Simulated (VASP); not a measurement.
Wanted: the native input for a VASP 6.6.1 run.

```
Task                   : single point
Functional             : LDA
Potentials or basis    : VASP PAW LDA potentials, release 64 (Ge_d)
Cutoff                 : 520 eV
k mesh                 : 10 × 10 × 10
Occupations            : fermi-dirac, width 0.6 eV
Spin                   : no spin polarisation
Dipole correction      : no
Further INCAR settings : ALGO = Normal; EDIFF = 1e-07; NBANDS = 21
```

The structure of Ge lies in POSCAR:

```
Ge
1.0
    0.0000000000      2.8147752533      2.8147752533
    2.8147752533      0.0000000000      2.8147752533
    2.8147752533      2.8147752533      0.0000000000
Ge
2
Direct
    0.5000000000      0.5000000000      0.5000000000
    0.7500000000      0.7500000000      0.7500000000
```

These files were run (other wordings do the same):

INCAR

```
SYSTEM = Ge
PREC = Accurate
ENCUT = 520
EDIFF = 1E-7
ISMEAR = -1
SIGMA = 0.6
LREAL = .FALSE.
LASPH = .TRUE.
NELM = 60
ALGO = Normal
ISIF = 2
LWAVE = .FALSE.
LCHARG = .FALSE.
GGA = CA
NBANDS = 21
```

KPOINTS

```
regular mesh
0
G
  10 10 10
  0 0 0
```

Potentials or basis: VASP PAW LDA potentials, release 64 (Ge_d).

The run is started by

```sh
$ cat potpaw_LDA.64/Ge_d/POTCAR > POTCAR
$ mpirun -np 1 vasp_std > vasp.out
```

It gave:

The pressure is 1.5 GPa and the band gap on the k mesh is zero (filled and empty bands touch).

Caveat: so wide a smearing shifts energies and pressures; semilocal functionals underestimate gaps, and a narrow one can read as zero.

Wall time 21 s on 1 thread of Intel(R) Xeon(R) 6975P-C (Granite Rapids) (shared host), peak memory 0.16 GiB.
